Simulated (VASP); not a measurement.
Input of a VASP 6.6.1 run:

INCAR

```
SYSTEM = TiO2
PREC = Accurate
ENCUT = 520
EDIFF = 1E-6
ISMEAR = 0
SIGMA = 0.02
LREAL = .FALSE.
LASPH = .TRUE.
NELM = 150
ALGO = Normal
ISIF = 2
LWAVE = .FALSE.
LCHARG = .FALSE.
LMAXMIX = 4
LDAU = .TRUE.
LDAUTYPE = 2
LDAUL = 2 -1
LDAUU = 4 0
LDAUJ = 0 0
LDAUPRINT = 1
GGA = PE
NBANDS = 60
```

The input KPOINTS:

```
regular mesh
0
G
  6 6 4
  0 0 0
```

The input POSCAR:

```
TiO2
1.0
    3.8752706968      0.0000000000      0.0000000000
    0.0000000000      3.8752706968      0.0000000000
    0.0000000000      0.0000000000      9.6871368885
Ti O
4 8
Direct
    0.0000000000      0.0000000000      0.0000000000
    0.0000000000      0.5000000000      0.2500000000
    0.5000000000      0.5000000000      0.5000000000
    0.5000000000      0.0000000000      0.7500000000
    0.0000000000      0.5000000000      0.4552981748
    0.0000000000      0.0000000000      0.2052981748
    0.0000000000      0.5000000000      0.0447018252
    0.5000000000      0.5000000000      0.2947018252
    0.5000000000      0.0000000000      0.9552981748
    0.5000000000      0.5000000000      0.7052981748
    0.5000000000      0.0000000000      0.5447018252
    0.0000000000      0.0000000000      0.7947018252
```

Potentials or basis: VASP PAW PBE potentials, release 64 (Ti_sv, O).

Run with:

```console
$ cat potpaw_PBE.64/Ti_sv/POTCAR potpaw_PBE.64/O/POTCAR > POTCAR
$ mpirun -np 1 vasp_std > vasp.out
```

(1) What does it give for the pressure?

(2) Predict the band gap on the k mesh.

(3) Predict the largest force.

Answers

(1) 0.3 GPa.

(2) 2.65 eV.

(3) 0.318 eV/Å.

Caveat: the cell differs from its parent crystal (biaxial strain in the a-b plane: +1.5 %).
